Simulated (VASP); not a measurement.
Write the native input for VASP 6.6.1 that does the following.

- Task: single point
- Functional: PBE
- Potentials or basis: VASP PAW PBE potentials, release 64 (Ni, Ru_pv)
- Cutoff: 520 eV
- k mesh: 4 × 4 × 4
- Occupations: gaussian, width 0.1 eV
- Spin: collinear spin, ferromagnetic start
- Starting moments: [0.38, 0.38, 0.31, 0.31, 0.31, 0.31] μB
- Dipole correction: no
- Further INCAR settings: ALGO = Fast; EDIFF = 1e-06; NBANDS = 51

The structure of NiRu2 lies in POSCAR:

```
NiRu2
1.0
    0.0000000000      3.5255372186      3.5255372186
    3.5255372186      0.0000000000      3.5255372186
    3.5255372186      3.5255372186      0.0000000000
Ni Ru
2 4
Direct
    0.0000000000      0.0000000000      0.0000000000
    0.2500000000      0.2500000000      0.2500000000
    0.6250000000      0.6250000000      0.6250000000
    0.1250000000      0.6250000000      0.6250000000
    0.6250000000      0.6250000000      0.1250000000
    0.6250000000      0.1250000000      0.6250000000
```

These files were run (other wordings do the same):

INCAR

```
PREC = Accurate
ENCUT = 520
EDIFF = 1E-6
ISMEAR = 0
SIGMA = 0.1
LREAL = False
LASPH = True
NELM = 150
ALGO = Fast
ISIF = 2
LWAVE = False
LCHARG = False
ISPIN = 2
MAGMOM = 0.38 0.38 0.31 0.31 0.31 0.31
LORBIT = 11
LMAXMIX = 4
GGA = PE
NBANDS = 51
```

KPOINTS

```
Automatic mesh
0
Gamma
  4 4 4
```

Potentials or basis: VASP PAW PBE potentials, release 64 (Ni, Ru_pv).

Run with:

```bash
$ cat potpaw_PBE.64/Ni/POTCAR potpaw_PBE.64/Ru_pv/POTCAR > POTCAR
$ mpirun -np 1 vasp_std > vasp.out
```

Results of the run:

- Pressure: 0.1 GPa
- Net moment: 4.35 μB per cell
- Site moments: Ni +0.68; Ru +0.75 μB
- Valence electrons inside the program's atomic spheres: Ni 8.93; Ru 12.71

Caveat: the k points lie up to 0.39 Å⁻¹ apart.

Run time: 5.7 min on 1 thread of AMD EPYC 7R13 (shared host), peak memory 0.27 GiB.
